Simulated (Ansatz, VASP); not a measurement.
# Two plane-wave programs on MgS

INCAR

```
PREC = Accurate
ENCUT = 520
EDIFF = 1E-6
ISMEAR = 0
SIGMA = 0.02
LREAL = False
LASPH = True
NELM = 60
ALGO = Normal
ISIF = 2
LWAVE = False
LCHARG = True
GGA = PS
LELF = True
LVHAR = True
NBANDS = 16
```

Contents of KPOINTS:

```
regular mesh
0
Gamma
  6 6 4
```

Contents of POSCAR:

```
MgS
1.0
    3.9683588377      0.0000000000      0.0000000000
   -1.9841794189      3.4366995648      0.0000000000
    0.0000000000      0.0000000000      6.5211121958
Mg S
2 2
Direct
    0.6666666667      0.3333333333      0.4998350902
    0.3333333333      0.6666666667      0.9998350902
    0.3333333333      0.6666666667      0.3751639098
    0.6666666667      0.3333333333      0.8751639098
```

Input for Ansatz:

```yaml
crystal:
  lattice:
    - [3.9683588377, 0.0, 0.0]
    - [-1.9841794189, 3.4366995648, 0.0]
    - [0.0, 0.0, 6.5211121958]
  atoms:
    - { symbol: Mg, position: [0.6666666667, 0.3333333333, 0.4998350902] }
    - { symbol: Mg, position: [0.3333333333, 0.6666666667, 0.9998350902] }
    - { symbol: S, position: [0.3333333333, 0.6666666667, 0.3751639098] }
    - { symbol: S, position: [0.6666666667, 0.3333333333, 0.8751639098] }
basis:
  ecutwfc: 420
kpoints:
  mp_grid: { grid: [6, 6, 4] }
  band_path: { path: [VBM, CBM], npoints: 2 }
hamiltonian:
  xc: pbesol
scf:
  occupations: { method: gaussian, width: 0.02 }
output:
  forces: true
  stress: true
  eigenvalues: true
checkpoint:
  read: start.run
  write: ck
  compress: false
  write_wavefunctions: false
  write_every: 100000
```

Alike in both runs: task single point; functional PBEsol; k mesh 6 × 6 × 4; occupations gaussian, width 0.02 eV; no spin polarisation.

```csv
,VASP,Ansatz
version,VASP 6.6.1,Ansatz 0.2.0
potentials or method,"VASP PAW PBE potentials, release 64 (Mg, S), cutoff 520 eV","scalar-relativistic, plane waves, PAW"
valence electrons in the cell,16,32
```

|  | VASP | Ansatz | Ansatz less VASP |
| --- | --- | --- | --- |
| gap on the k mesh at the Fermi level (eV) | 3.45 | 3.45 | -0.002 |
| least direct gap on the mesh (eV) | 3.45 | 3.45 | -0.002 |
| pressure (GPa) | 0.8 | 0.9 | +0.09 |
| traceless stress, the component that is largest in VASP (GPa) | -0.88 | -0.88 | +0.002 |

VASP's potentials were made for PBE, not for PBEsol. The functional is the same, so the differences come from potentials, cutoffs and numerics. VASP's potentials hold 16 valence electrons a cell and Ansatz's 32, so a difference there can come from the potentials and not from the codes.
